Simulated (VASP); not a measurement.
# Mo3W2 (Fmmm) in VASP: a series of runs, part 2 of 2

VASP 6.6.1. The steps go on from the part before.

**3. Single point, PBE, collinear spin, ferromagnetic start**

Contents of INCAR:

```
ALGO = Normal
EDIFF = 1E-6
ENCUT = 520
GGA = PE
ISIF = 2
ISMEAR = 0
ISPIN = 2
LASPH = True
LCHARG = False
LMAXMIX = 4
LORBIT = 11
LREAL = False
LUSENCCL = False
LWAVE = False
MAGMOM = 1 1 1 0 0
NBANDS = 47
NELM = 150
PREC = Accurate
SIGMA = 0.1
```

Contents of KPOINTS:

```
k-points
0
Gamma
  6 6 6
```

Contents of POSCAR:

```
Mo3W2
1.0
    0.0000000000      2.2432968000     11.2056338000
    1.5851128000      0.0000000000     11.2056338000
    1.5851128000      2.2432968000      0.0000000000
Mo W
3 2
Direct
    0.9004920000      0.9004920000      0.0995080000
    0.5000000000      0.5000000000      0.5000000000
    0.0995080000      0.0995080000      0.9004920000
    0.6996600000      0.6996600000      0.3003400000
    0.3003400000      0.3003400000      0.6996600000
```

Potentials or basis: VASP PAW PBE potentials, release 64 (Mo_sv, W_sv).

Launch:

```console
$ cat potpaw_PBE.64/Mo_sv/POTCAR potpaw_PBE.64/W_sv/POTCAR > POTCAR
$ mpirun -np 1 vasp_std > vasp.out
```

It took 91 s on 1 × NVIDIA H100 80GB with 1 thread of AMD EPYC 7R13 (Zen 3), shared host; peak memory 1.6 GiB.

The run converged. Its results:

```
Free energy                                           : -58.8768 eV
Pressure                                              : -0.2 GPa
Largest force                                         : 0.007 eV/Å
Band gap on the k mesh                                : zero (filled and empty bands overlap)
Net moment                                            : 0.00 μB per cell
Valence electrons inside the program's atomic spheres : Mo 12.48, 12.47; W 12.06
```

Forces on the atoms (eV/Å):
```
Mo   0.000  0.000 -0.006
Mo   0.000  0.000  0.000
Mo   0.000  0.000  0.006
W    0.000  0.000  0.007
W    0.000  0.000 -0.007
```

Stress tensor (GPa, compression positive):
```
-0.86  0.00  0.00
 0.00 -1.52  0.00
 0.00  0.00  1.84
```

Levels at points of the mesh, in eV from the Fermi level:
Spin up:
```csv
k point,band 31,band 32,band 33,band 34,band 35,band 36,band 37,band 38,band 39,band 40
"(0.00, 0.00, 0.00)",-1.63,-1.33,-1.31,-1.29,-0.12,0.19,0.25,0.42,1.07,1.18
"(0.50, 0.00, 0.00)",-1.68,-1.60,-0.24,0.13,1.18,1.35,1.40,1.51,1.96,1.99
"(0.50, 0.50, 0.00)",-1.47,-1.44,-1.38,-1.33,-1.01,-0.78,1.18,1.28,1.29,1.40
"(0.50, 0.00, 0.50)",-1.70,-1.65,0.09,0.12,1.16,1.81,2.49,2.55,2.68,3.03
"(0.00, 0.50, 0.50)",-0.75,-0.40,0.28,0.39,0.79,0.87,0.98,1.16,3.91,4.07
```
Spin down:
| k point | band 31 | band 32 | band 33 | band 34 | band 35 | band 36 | band 37 | band 38 | band 39 | band 40 |
| --- | --- | --- | --- | --- | --- | --- | --- | --- | --- | --- |
| (0.00, 0.00, 0.00) | -1.63 | -1.33 | -1.31 | -1.29 | -0.12 | 0.19 | 0.25 | 0.42 | 1.07 | 1.18 |
| (0.50, 0.00, 0.00) | -1.68 | -1.60 | -0.24 | 0.13 | 1.18 | 1.35 | 1.41 | 1.51 | 1.96 | 1.99 |
| (0.50, 0.50, 0.00) | -1.47 | -1.44 | -1.38 | -1.33 | -1.01 | -0.78 | 1.18 | 1.28 | 1.29 | 1.40 |
| (0.50, 0.00, 0.50) | -1.70 | -1.65 | 0.09 | 0.12 | 1.17 | 1.81 | 2.49 | 2.55 | 2.68 | 3.03 |
| (0.00, 0.50, 0.50) | -0.75 | -0.40 | 0.28 | 0.39 | 0.79 | 0.88 | 0.98 | 1.16 | 3.91 | 4.07 |

Caveat: the k points lie up to 0.41 Å⁻¹ apart; spin-orbit coupling is left out, which moves the levels of the heavy elements.

**4. Single point, PBE**

Contents of INCAR:

```
ALGO = Fast
EDIFF = 1E-6
ENCUT = 520
GGA = PE
ISIF = 2
ISMEAR = 0
LASPH = True
LCHARG = True
LELF = True
LREAL = False
LUSENCCL = False
LVHAR = True
LWAVE = False
NBANDS = 43
NELM = 80
PREC = Accurate
SIGMA = 0.1
```

Contents of KPOINTS:

```
k-points
0
Gamma
  14 14 14
```

POSCAR is that of step 3.

Potentials or basis: VASP PAW PBE potentials, release 64 (Mo_sv, W_sv).

Launch:

```console
$ cat potpaw_PBE.64/Mo_sv/POTCAR potpaw_PBE.64/W_sv/POTCAR > POTCAR
$ mpirun -np 1 vasp_std > vasp.out
```

OUTCAR:

```text
EDIFF = 1E-6
   ENCUT = 520
   GGA = PE
   ISIF = 2
   ISMEAR = 0
   LASPH = True
   LREAL = False
   NELM = 80
   PREC = Accurate

 ion  position               nearest neighbor table
   1  0.900  0.900  0.100-   2 2.74   2 2.74   5 2.75   5 2.75   2 3.16   2 3.16   5 3.17   5 3.17

   2  0.500  0.500  0.500-   3 2.74   3 2.74   1 2.74   1 2.74   1 3.16   3 3.16   3 3.16   1 3.16

   3  0.100  0.100  0.900-   2 2.74   2 2.74   4 2.75   4 2.75   2 3.16   2 3.16   4 3.17   4 3.17

   4  0.700  0.700  0.300-   3 2.75   3 2.75   5 2.76   5 2.76   3 3.17   3 3.17   5 3.18   5 3.18

   5  0.300  0.300  0.700-   1 2.75   1 2.75   4 2.76   4 2.76   1 3.17   1 3.17   4 3.18   4 3.18

  LATTYP: Found a face centered orthorhombic cell.
 ALAT       =     3.1702256000
 B/A-ratio  =     1.4152284935
 C/A-ratio  =     7.0692974027

  Lattice vectors:

 A1 = (   0.0000000000,   2.2432968000,  11.2056338000)
 A2 = (   1.5851128000,   0.0000000000,  11.2056338000)
 A3 = (   1.5851128000,   2.2432968000,   0.0000000000)

Analysis of symmetry for initial positions (statically):
=====================================================================
[... 176 lines left out ...]
  free energy    TOTEN  =       -58.69880296 eV

  energy without entropy =      -58.68014568  energy(sigma->0) =      -58.68947432

 E-fermi :  11.9820     XC(G=0): -13.4145

 val. band max:       11.9819109092   @ k =  -0.1429   0.4286   0.4286
 cond. band min:      11.9821628976   @ k =   0.2143   0.1429   0.0000
 fundamental gap:      0.0002519884
 Fermi energy:        11.9819657801

 k-point     1 :       0.0000    0.0000    0.0000
  band No.  band energies     occupation
      1     -62.2494      2.00000
      2     -62.1874      2.00000
      3     -49.3377      2.00000
      4     -49.2506      2.00000
      5     -49.1577      2.00000
      6     -26.8131      2.00000
[... 1093 lines left out ...]
     42      13.7322      0.00000
     43      13.8330      0.00000

 [... further k-points ...]
[... 5 lines left out ...]
  --------------------------------------------------------------------------------------
  -------------------------------------------------------------------------------------
  Total        0.2512566      0.2503779      0.2535338      0.0000000      0.0000000      0.0000000
  in kB        5.0514336      5.0337684      5.0972161      0.0000000      0.0000000      0.0000000
  external PRESSURE =       5.0608060 kB  Pullay stress =       0.0000000 kB

 VOLUME and BASIS-vectors are now :
 -----------------------------------------------------------------------------
  energy-cutoff  :      520.00
  volume of cell :       79.69
      direct lattice vectors                 reciprocal lattice vectors
     0.000000000  2.243296800 11.205633800    -0.315434965  0.222886245  0.044620412
     1.585112800  0.000000000 11.205633800     0.315434965 -0.222886245  0.044620412
     1.585112800  2.243296800  0.000000000     0.315434965  0.222886245 -0.044620412

 POSITION                                       TOTAL-FORCE (eV/Angst)
 -----------------------------------------------------------------------------------
      1.58511      2.24330     20.18117         0.000000      0.000000      0.004057
      1.58511      2.24330     11.20563         0.000000     -0.000000     -0.000000
      1.58511      2.24330      2.23010         0.000000      0.000000     -0.004057
      1.58511      2.24330     15.68027         0.000000      0.000000     -0.001587
      1.58511      2.24330      6.73100         0.000000      0.000000      0.001587
 -----------------------------------------------------------------------------------
    total drift:                               -0.000000     -0.000000      0.000000

  FREE ENERGIE OF THE ION-ELECTRON SYSTEM (eV)
  ---------------------------------------------------
  free  energy   TOTEN  =       -58.6988029644 eV

  energy  without entropy=      -58.6801456843  energy(sigma->0) =      -58.68947432
```

stdout:

```text
Offloading initialized ...    1 GPUs detected
 POSCAR found type information on POSCAR MoW
 POSCAR found :  2 types and       5 ions
 scaLAPACK will be used selectively (only on CPU)
 LDA part: xc-table for (Slater+PW92), standard interpolation
 POSCAR, INCAR and KPOINTS ok, starting setup
 FFT: planning ... GRIDC
 FFT: planning ... GRID_SOFT
 FFT: planning ... GRID
 WAVECAR not read
 entering main loop
```

Run time: 18 min. Hardware: 1 × NVIDIA H100 80GB with 1 thread of AMD EPYC 7R13 (Zen 3), shared host; peak memory 2.2 GiB.

Results:

- Free energy: -58.6988 eV
- Pressure: 0.5 GPa
- Largest force: 0.004 eV/Å
- Band gap on the k mesh: zero (band 35 reaches 13.52 eV, above the bottom of band 36 at 10.93 eV)

Forces in eV/Å, atoms in the order of the input:
```
Mo   0.000  0.000  0.004
Mo   0.000  0.000  0.000
Mo   0.000  0.000 -0.004
W    0.000  0.000 -0.002
W    0.000  0.000  0.002
```

Caveat: spin-orbit coupling is left out, which moves the levels of the heavy elements.

**5. Summary**

```tsv
spin	k mesh	gap on the mesh (eV)	pressure (GPa)	largest force (eV/Å)
off	6 × 6 × 6	none	-0.1	0.01
collinear, ferromagnetic start	6 × 6 × 6	none	-0.2	0.01
off	14 × 14 × 14	none	0.5	-
```

Alike in all rows: task single point; level PBE; potentials or basis VASP PAW PBE potentials, release 64 (Mo_sv, W_sv); cell as given; cutoff (eV) 520; smearing gaussian 0.1 eV.

Caveats: some runs use coarse meshes; spin-orbit coupling is left out, which moves the levels of the heavy elements.

Absolute energies hang on the potentials; compare differences alone.
